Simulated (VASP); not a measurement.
# MgO (P6_3/mmc) in VASP: further runs

The runs below take MgO through single point, relaxation of cell and atoms, with PBE.

Everything below comes from runs of VASP 6.6.1. Logs are shortened: lines on timing, memory, paths and dates and some standing lists are left out, and cuts for length are marked.

## Step 1: The cell of the first run

The structure is hexagonal, space group P6_3/mmc (No. 194). Conventional cell: a = 2.958 Å, b = 2.958 Å, c = 5.156 Å, α = 90.00°, β = 90.00°, γ = 120.00°. Mg (site symmetry -3m) has 6 O at 2.14 Å and 2 Mg at 2.58 Å within 2.8 Å. Within 2.8 Å of O (site symmetry -6m2) lie 6 Mg at 2.14 Å.

## Step 2: Single point, PBE

Input file INCAR:

```
SYSTEM = MgO
PREC = Accurate
ENCUT = 520
EDIFF = 1E-6
ISMEAR = 0
SIGMA = 0.02
LREAL = .False.
LASPH = .True.
NELM = 60
ALGO = Normal
ISIF = 2
LWAVE = .False.
LCHARG = .True.
GGA = PE
LELF = .True.
LVHAR = .True.
NBANDS = 16
```

Input file KPOINTS:

```
Automatic mesh
0
Gamma
  9 9 6
  0 0 0
```

Input file POSCAR:

```
MgO
1.0
    2.9580738311      0.0000000000      0.0000000000
   -1.4790369156      2.5617670840      0.0000000000
    0.0000000000      0.0000000000      5.1562948599
Mg O
2 2
Direct
    0.0000000000      0.0000000000      0.0000000000
    0.0000000000      0.0000000000      0.5000000000
    0.3333333333      0.6666666667      0.2500000000
    0.6666666667      0.3333333333      0.7500000000
```

Potentials or basis: VASP PAW PBE potentials, release 64 (Mg, O).

On the command line:

```console
> cat potpaw_PBE.64/Mg/POTCAR potpaw_PBE.64/O/POTCAR > POTCAR
> mpirun -np 1 vasp_std > vasp.out
```

OUTCAR:

```text
SYSTEM = MgO
   PREC = Accurate
   ENCUT = 520
   EDIFF = 1E-6
   ISMEAR = 0
   LREAL = .False.
   LASPH = .True.
   NELM = 60
   ISIF = 2
   GGA = PE

 ion  position               nearest neighbor table
   1  0.000  0.000  0.000-   3 2.14   4 2.14   4 2.14   3 2.14   4 2.14   3 2.14   2 2.58   2 2.58

   2  0.000  0.000  0.500-   3 2.14   4 2.14   4 2.14   3 2.14   4 2.14   3 2.14   1 2.58   1 2.58

   3  0.333  0.667  0.250-   1 2.14   2 2.14   1 2.14   2 2.14   1 2.14   2 2.14
   4  0.667  0.333  0.750-   1 2.14   2 2.14   1 2.14   2 2.14   1 2.14   2 2.14

  LATTYP: Found a hexagonal cell.
 ALAT       =     2.9580738311
 C/A-ratio  =     1.7431258158

  Lattice vectors:

 A1 = (   2.9580738311,   0.0000000000,   0.0000000000)
 A2 = (  -1.4790369156,   2.5617670840,   0.0000000000)
 A3 = (   0.0000000000,   0.0000000000,   5.1562948599)

Analysis of symmetry for initial positions (statically):
=====================================================================
 Subroutine PRICEL returns:
 Original cell was already a primitive cell.

 Routine SETGRP: Setting up the symmetry group for a
 hexagonal supercell.

 Subroutine GETGRP returns: Found 24 space group operations
 (whereof 12 operations were pure point group operations)
 out of a pool of 24 trial point group operations.

The static configuration has the point symmetry D_3d.
 The point group associated with its full space group is D_6h.

Analysis of symmetry for dynamics (positions and initial velocities):
=====================================================================
 Subroutine PRICEL returns:
 Original cell was already a primitive cell.

 Routine SETGRP: Setting up the symmetry group for a
 hexagonal supercell.

 Subroutine GETGRP returns: Found 24 space group operations
 (whereof 12 operations were pure point group operations)
 out of a pool of 24 trial point group operations.

The dynamic configuration has the point symmetry D_3d.
 The point group associated with its full space group is D_6h.

 Subroutine INISYM returns: Found 24 space group operations
 (whereof 12 operations are pure point group operations),
 and found     1 'primitive' translations

----------------------------------------------------------------------------------------

                                     Primitive cell

  volume of cell :      39.0739

  direct lattice vectors                    reciprocal lattice vectors
     2.958073831  0.000000000  0.000000000     0.338057823  0.195177775  0.000000000
    -1.479036916  2.561767084  0.000000000     0.000000000  0.390355550  0.000000000
     0.000000000  0.000000000  5.156294860     0.000000000  0.000000000  0.193937707

  length of vectors
     2.958073831  2.958073831  5.156294860     0.390355550  0.390355550  0.193937707

  position of ions in fractional coordinates (direct lattice)
     0.000000000  0.000000000  0.000000000
     0.000000000  0.000000000  0.500000000
     0.333333333  0.666666667  0.250000000
     0.666666667  0.333333333  0.750000000

  ion indices of the primitive-cell ions
   primitive index   ion index
                 1           1
                 2           2
                 3           3
                 4           4

----------------------------------------------------------------------------------------

 KPOINTS: Automatic mesh

Automatic generation of k-mesh.
 Grid dimensions read from file:
 generate k-points for:    9    9    6

 Generating k-lattice:

  Cartesian coordinates                     Fractional coordinates (reciprocal lattice)
     0.037561980  0.021686419  0.000000000     0.111111111  0.000000000  0.000000000
     0.000000000  0.043372839  0.000000000     0.000000000  0.111111111  0.000000000
     0.000000000  0.000000000  0.032322951     0.000000000  0.000000000  0.166666667

  Length of vectors
     0.043372839  0.043372839  0.032322951

  Shift w.r.t. Gamma in fractional coordinates (k-lattice)
     0.000000000  0.000000000  0.000000000

 Subroutine IBZKPT returns following result:
 ===========================================

 Found     48 irreducible k-points:

 Following reciprocal coordinates:
            Coordinates               Weight
  0.000000  0.000000  0.000000      1.000000
  0.111111 -0.000000  0.000000      6.000000
  0.222222 -0.000000  0.000000      6.000000
  0.333333 -0.000000  0.000000      6.000000
  0.444444 -0.000000  0.000000      6.000000
  0.111111  0.111111  0.000000      6.000000
[... 16 lines left out ...]
  0.333333  0.222222  0.166667     24.000000
  0.333333  0.333333  0.166667      4.000000
 [... further k-points ...]
   k-points           NKPTS =     48   k-points in BZ     NKDIM =     48   number of bands    NBANDS=     16
   number of dos      NEDOS =    301   number of ions     NIONS =      4
   total plane-waves  NPLWV =  23040
   dimension x,y,z NGX =    24 NGY =   24 NGZ =   40
   dimension x,y,z NGXF=    48 NGYF=   48 NGZF=   80
   ions per type =               2   2
   NGX,Y,Z   is equivalent  to a cutoff of  13.49, 13.49, 12.90 a.u.
   NGXF,Y,Z  is equivalent  to a cutoff of  26.98, 26.98, 25.79 a.u.
 SYSTEM =  MgO
   PREC   = accura    normal or accurate (medium, high low for compatibility)
   ISTART =      0    job   : 0-new  1-cont  2-samecut
   ICHARG =      2    charge: 1-file 2-atom 10-const
   ISPIN  =      1    spin polarized calculation?
   LNONCOLLINEAR =      F non collinear calculations
   LSORBIT =      F    spin-orbit coupling
   LASPH  =      T    aspherical Exc in radial PAW
   ENCUT  =  520.0 eV  38.22 Ry    6.18 a.u.   5.50  5.50  9.59*2*pi/ulx,y,z
   NELM   =     60;   NELMIN=  2; NELMDL= -5     # of ELM steps
   EDIFF  = 0.1E-05   stopping-criterion for ELM
   LREAL  =      F    real-space projection
   EDIFFG = 0.1E-04   stopping-criterion for IOM
   NSW    =      0    number of steps for IOM
   IBRION =     -1    ionic relax: 0-MD 1-quasi-New 2-CG
   NFREE  =      0    steps in history (QN), initial steepest desc. (CG)
   ISIF   =      2    stress and relaxation
   ISYM   =      2    0-nonsym 1-usesym 2-fastsym
   POTIM  = 0.5000    time-step for ionic-motion
   TEBEG  =    0.0;   TEEND  =   0.0 temperature during run
   PSTRESS=    0.0 pullay stress
   NELECT =      16.0000    total number of electrons
   NUPDOWN=      -1.0000    fix difference up-down
   EMIN   =  10.00;   EMAX   =-10.00  energy-range for DOS
   EFERMI =   0.00;   METHOD = LEGACY
   ISMEAR =     0;   SIGMA  =   0.02  broadening in eV -4-tet -1-fermi 0-gaus
   EFERMI_NEDOS =   21; number of points for ismear=-14 and -15
   IALGO  =     38    algorithm
   IMIX   =      4    mixing-type and parameters
     AMIX     =   0.40;   BMIX     =  1.00
     AMIX_MAG =   1.60;   BMIX_MAG =  1.00
  volume/ion in A,a.u.               =       9.77        65.92
  Fermi-wavevector in a.u.,A,eV,Ry     =   1.215680  2.297303 20.107757  1.477878
  Thomas-Fermi vector in A             =   2.351059
   LORBIT       =      0    0 simple, 1 ext, 2 COOP (PROOUT), +10 PAW based schemes
   GGA     = PE    functional components
   LHFCALC =     F    Hartree Fock is set to
   AEXX    =    0.0000 exact exchange contribution
   IVDW    =     0    specifies the selected vdW correction
   LEPSILON=     F    determine dielectric tensor
   LRPA    =     F    only Hartree local field effects (RPA)
 non-spin polarized calculation
 Gauss-broadening in eV      SIGMA  =   0.02
  energy-cutoff  :      520.00
  volume of cell :       39.07
 maximum number of plane-waves:      1081
 NGX is ok and might be reduce to    24

 number of electron      16.0000005 magnetization

 Free energy of the ion-electron system (eV)
  ---------------------------------------------------
  ext. energy  EPLUGINS =         0.00000000
  ---------------------------------------------------
  free energy    TOTEN  =       -23.22407127 eV

  energy without entropy =      -23.22407127  energy(sigma->0) =      -23.22407127

 E-fermi :   3.1602     XC(G=0): -10.8548

 val. band max:        3.0264667251   @ k =   0.0000   0.0000   0.0000
 cond. band min:       7.1387357005   @ k =   0.0000   0.0000   0.0000
 fundamental gap:      4.1122689754
 Fermi energy:         3.1602241782

 k-point     1 :       0.0000    0.0000    0.0000
  band No.  band energies     occupation
      1     -14.1712      2.00000
      2     -13.1462      2.00000
      3      -1.7723      2.00000
      4       2.5307      2.00000
      5       2.5396      2.00000
      6       2.5396      2.00000
[... 8 lines left out ...]
     15      19.9525      0.00000
     16      19.9525      0.00000

 k-point     2 :       0.1111   -0.0000    0.0000
  band No.  band energies     occupation
      1     -14.0574      2.00000
      2     -13.0902      2.00000
      3      -1.5950      2.00000
      4       2.0426      2.00000
      5       2.3405      2.00000
      6       2.4490      2.00000
[... 8 lines left out ...]
     15      19.9427      0.00000
     16      19.9669      0.00000

 k-point     3 :       0.2222   -0.0000    0.0000
  band No.  band energies     occupation
      1     -13.7481      2.00000
      2     -12.9481      2.00000
      3      -1.0957      2.00000
      4       0.8239      2.00000
      5       1.2025      2.00000
      6       2.2306      2.00000
[... 8 lines left out ...]
     15      19.8577      0.00000
     16      20.5021      0.00000

 k-point     4 :       0.3333   -0.0000    0.0000
  band No.  band energies     occupation
      1     -13.3433      2.00000
      2     -12.7995      2.00000
      3      -0.4081      2.00000
      4      -0.3812      2.00000
      5       0.2435      2.00000
      6       1.9987      2.00000
[... 8 lines left out ...]
     15      19.2196      0.00000
     16      21.1487      0.00000
[... 324 lines left out ...]
 k-point    22 :       0.2222    0.2222    0.1667
  band No.  band energies     occupation
      1     -13.1267      2.00000
      2     -12.7639      2.00000
      3      -0.4268      2.00000
      4      -0.3751      2.00000
      5       0.5707      2.00000
      6       1.2172      2.00000
[... 8 lines left out ...]
     15      16.9427      0.00000
     16      21.0897      0.00000

 k-point    23 :       0.3333    0.2222    0.1667
  band No.  band energies     occupation
      1     -12.8692      2.00000
      2     -12.7146      2.00000
      3      -0.7620      2.00000
      4      -0.2406      2.00000
      5       0.5585      2.00000
      6       1.0063      2.00000
[... 8 lines left out ...]
     15      16.7081      0.00000
     16      20.7879      0.00000

 k-point    24 :       0.3333    0.3333    0.1667
  band No.  band energies     occupation
      1     -12.7383      2.00000
      2     -12.7383      2.00000
      3      -0.4257      2.00000
      4      -0.0046      2.00000
      5      -0.0046      2.00000
      6       0.7164      2.00000
[... 8 lines left out ...]
     15      16.8057      0.00000
     16      21.4551      0.00000

 [... further k-points ...]

------------------------ aborting loop because EDIFF is reached ----------------------------------------

  FORCE on cell =-STRESS in cart. coord.  units (eV):
  Direction    XX          YY          ZZ          XY          YZ          ZX
  --------------------------------------------------------------------------------------
  -------------------------------------------------------------------------------------
  Total       -0.1649794     -0.1649794     -0.1622627      0.0000000      0.0000000      0.0000000
  in kB       -6.7647821     -6.7647821     -6.6533895      0.0000000      0.0000000      0.0000000
  external PRESSURE =      -6.7276512 kB  Pullay stress =       0.0000000 kB

 VOLUME and BASIS-vectors are now :
 -----------------------------------------------------------------------------
  energy-cutoff  :      520.00
  volume of cell :       39.07
      direct lattice vectors                 reciprocal lattice vectors
     2.958073831  0.000000000  0.000000000     0.338057823  0.195177775  0.000000000
    -1.479036916  2.561767084  0.000000000     0.000000000  0.390355550  0.000000000
     0.000000000  0.000000000  5.156294860     0.000000000  0.000000000  0.193937707

 POSITION                                       TOTAL-FORCE (eV/Angst)
 -----------------------------------------------------------------------------------
      0.00000      0.00000      0.00000        -0.000000      0.000000      0.000000
      0.00000      0.00000      2.57815        -0.000000      0.000000      0.000000
     -0.00000      1.70784      1.28907         0.000000     -0.000000      0.000000
      1.47904      0.85392      3.86722        -0.000000      0.000000     -0.000000
 -----------------------------------------------------------------------------------
    total drift:                               -0.000000      0.000000     -0.000000

  FREE ENERGIE OF THE ION-ELECTRON SYSTEM (eV)
  ---------------------------------------------------
  free  energy   TOTEN  =       -23.2240712709 eV

  energy  without entropy=      -23.2240712709  energy(sigma->0) =      -23.22407127
```

Wall time 9.8 s (1 thread of Intel Xeon 6975P-C (Granite Rapids), shared host); peak memory 0.17 GiB.

Results:

* Free energy: -23.2241 eV
* Pressure: -0.7 GPa
* Band gap on the k mesh: 4.11 eV

A k mesh can miss the band edges.

## Step 3: Single point, PBE

This run uses another cell than the first one, of 9.93 Å³/atom.

Input file INCAR:

```
SYSTEM = MgO
PREC     = Accurate       ! precision mode
ENCUT    = 520            ! plane-wave cutoff, eV
EDIFF    = 1E-6           ! SCF threshold, eV
ISMEAR   = 0              ! smearing method
SIGMA    = 0.02           ! smearing width, eV
LREAL    = .False.        ! projectors in reciprocal space
LASPH    = .True.         ! aspherical terms in the spheres
NELM     = 80             ! most SCF steps
ALGO     = Normal         ! electronic algorithm
ISIF     = 2              ! what is computed and relaxed
LWAVE    = .False.        ! write WAVECAR
LCHARG   = .False.        ! write CHGCAR
GGA      = PE             ! functional
NBANDS   = 16             ! bands
```

KPOINTS is that of step 2.

Input file POSCAR:

```
MgO
1.0
    2.9607545718      0.0000000000      0.0000000000
   -1.4803772859      2.5640886735      0.0000000000
    0.0000000000      0.0000000000      5.2337868488
Mg O
2 2
Direct
    0.0000000000      0.0000000000      0.0000000000
    0.3333333333      0.6666666667      0.5000000000
    0.6666666667      0.3333333333      0.2500000000
    0.6666666667      0.3333333333      0.7500000000
```

Potentials or basis: VASP PAW PBE potentials, release 64 (Mg, O).

On the command line:

```console
> cat potpaw_PBE.64/Mg/POTCAR potpaw_PBE.64/O/POTCAR > POTCAR
> mpirun -np 1 vasp_std > vasp.out
```

Run time: 9.4 s. Hardware: 1 thread of Intel Xeon 6975P-C (Granite Rapids), shared host; peak memory 0.17 GiB.

It converged, with:

```
Free energy            : -22.8524 eV
Pressure               : -0.7 GPa
Band gap on the k mesh : 2.79 eV (least direct gap 3.13 eV)
```

Stress tensor (GPa, compression positive):
```
-0.67  0.00  0.00
 0.00 -0.67  0.00
 0.00  0.00 -0.78
```

Levels at points of the mesh, in eV from the valence-band top:
| k point | band 6 | band 7 | band 8 | band 9 | band 10 | band 11 |
| --- | --- | --- | --- | --- | --- | --- |
| (0.00, 0.00, 0.00) | -0.41 | -0.41 | -0.35 | 2.79 | 8.05 | 8.81 |
| (0.00, 0.00, 0.50) | -0.72 | -0.72 | -0.72 | 5.01 | 5.01 | 12.01 |

## Step 4: Single point, PBE

This run uses another cell than the first one: it holds 8 atoms, not 4.

Input file INCAR:

```
SYSTEM = MgO
PREC     = Accurate       ! precision mode
ENCUT    = 520            ! plane-wave cutoff, eV
EDIFF    = 1E-6           ! SCF threshold, eV
ISMEAR   = 0              ! smearing method
SIGMA    = 0.02           ! smearing width, eV
LREAL    = .FALSE.        ! projectors in reciprocal space
LASPH    = .TRUE.         ! aspherical terms in the spheres
NELM     = 80             ! most SCF steps
ALGO     = Normal         ! electronic algorithm
ISIF     = 2              ! what is computed and relaxed
LWAVE    = .FALSE.        ! write WAVECAR
LCHARG   = .FALSE.        ! write CHGCAR
GGA      = PE             ! functional
NBANDS   = 26             ! bands
```

Input file KPOINTS:

```
regular mesh
0
G
  9 9 3
  0 0 0
```

Input file POSCAR:

```
MgO
1.0
    2.9843599297      0.0000000000      0.0000000000
   -1.4921799649      2.5845315131      0.0000000000
    0.0000000000      0.0000000000     10.1441779086
Mg O
4 4
Direct
    0.0000000000      0.0000000000      0.0000000000
    0.3333333333      0.6666666667      0.2500000000
    0.0000000000      0.0000000000      0.5000000000
    0.6666666667      0.3333333333      0.7500000000
    0.6666666667      0.3333333333      0.1210113310
    0.6666666667      0.3333333333      0.3789886690
    0.3333333333      0.6666666667      0.6210113310
    0.3333333333      0.6666666667      0.8789886690
```

On the command line:

```console
> cat potpaw_PBE.64/Mg/POTCAR potpaw_PBE.64/O/POTCAR > POTCAR
> mpirun -np 1 vasp_std > vasp.out
```

Wall time 19 s (1 thread of Intel Xeon 6975P-C (Granite Rapids), shared host); peak memory 0.21 GiB.

Results (log left out):

```
Free energy            : -46.6919 eV
Pressure               : -0.7 GPa
Band gap on the k mesh : 3.62 eV (least direct gap 3.68 eV)
```

Levels at points of the mesh, in eV from the valence-band top:
| k point | band 14 | band 15 | band 16 | band 17 | band 18 | band 19 |
| --- | --- | --- | --- | --- | --- | --- |
| (0.00, 0.00, 0.00) | -0.08 | -0.08 | -0.06 | 3.62 | 5.43 | 6.62 |

A k mesh can miss the band edges.

(Part 1 of 2 ends here.)
